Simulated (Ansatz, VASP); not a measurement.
# Two plane-wave programs on InSb

```
In Sb
1.0
     0.00000    3.07518    3.07518
     3.07518    0.00000    3.07518
     3.07518    3.07518    0.00000
In Sb
1 1
Direct
  0.00000 0.00000 0.00000
  0.50000 0.50000 0.50000
```

Alike in both runs: functional PBE; k mesh 12 × 12 × 12; occupations fermi-dirac, width 0.08 eV; no spin polarisation.

Ansatz relaxed the structure, and its values are those at the end. VASP's run is a single point on that final structure, the one shown.

|  | VASP | Ansatz |
| --- | --- | --- |
| version | VASP 6.6.1 | Ansatz 0.2.0 |
| potentials or method | VASP PAW PBE potentials, release 64 (In_d, Sb) | PAW with Ansatz's default frozen-core files, scalar-relativistic |
| plane-wave cutoff (eV) | 520 | 420 |
| valence electrons in the cell | 18 | 28 |

|  | VASP | Ansatz | Ansatz less VASP |
| --- | --- | --- | --- |
| pressure (GPa) | 0.0 | 0.0 | +0.02 |

VASP's potentials hold 18 valence electrons a cell and Ansatz's 28, so a difference there can come from the potentials and not from the codes.

Spin-orbit coupling is off throughout.
